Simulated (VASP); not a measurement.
Set up this calculation in VASP 6.6.1, as the native input.

```
Task                   : single point
Functional             : RPBE
Potentials or basis    : VASP PAW PBE potentials, release 64 (Fe)
Cutoff                 : 600 eV
k mesh                 : 13 × 13 × 13
Occupations            : fermi-dirac, width 0.01 eV
Spin                   : collinear spin, zero start
Starting moments       : [0.0] μB
Fixed moment           : 0 μB
Dipole correction      : no
Further INCAR settings : ALGO = Normal; EDIFF = 1e-06; NBANDS = 14
```

The structure of Fe lies in POSCAR:

```
Fe
1.0
   -1.4619890197      1.4619890197      1.4619890197
    1.4619890197     -1.4619890197      1.4619890197
    1.4619890197      1.4619890197     -1.4619890197
Fe
1
Direct
    0.0000000000      0.0000000000      0.0000000000
```

This cell differs from its parent crystal: volume scaled by 1.04.

One way to write it, as run:

INCAR

```
PREC = Accurate
ENCUT = 600
EDIFF = 1E-6
ISMEAR = -1
SIGMA = 0.01
LREAL = F
LASPH = T
NELM = 200
ALGO = Normal
ISIF = 2
LWAVE = F
LCHARG = T
ISPIN = 2
MAGMOM = 0
LORBIT = 11
NUPDOWN = 0.0
LMAXMIX = 4
GGA = RP
LELF = T
LVHAR = T
NBANDS = 14
GGA_COMPAT = F
```

KPOINTS

```
Automatic mesh
0
Gamma
  13 13 13
```

Potentials or basis: VASP PAW PBE potentials, release 64 (Fe).

Command:

```bash
$ cat potpaw_PBE.64/Fe/POTCAR > POTCAR
$ mpirun -np 1 vasp_std > vasp.out
```

It gave:

| Quantity | Value |
| --- | --- |
| Pressure | -26.9 GPa |
| Net moment | 0.00 μB per cell |
| Valence electrons inside the program's atomic spheres | Fe 7.07 |

Caveat: the PAW data sets were made with another functional, which shifts forces and pressure a little; the total moment is fixed, so each spin has its own Fermi level.

Run time: 59 s on 1 thread of Intel Xeon 8259CL, with other jobs on the host, peak memory 0.15 GiB.
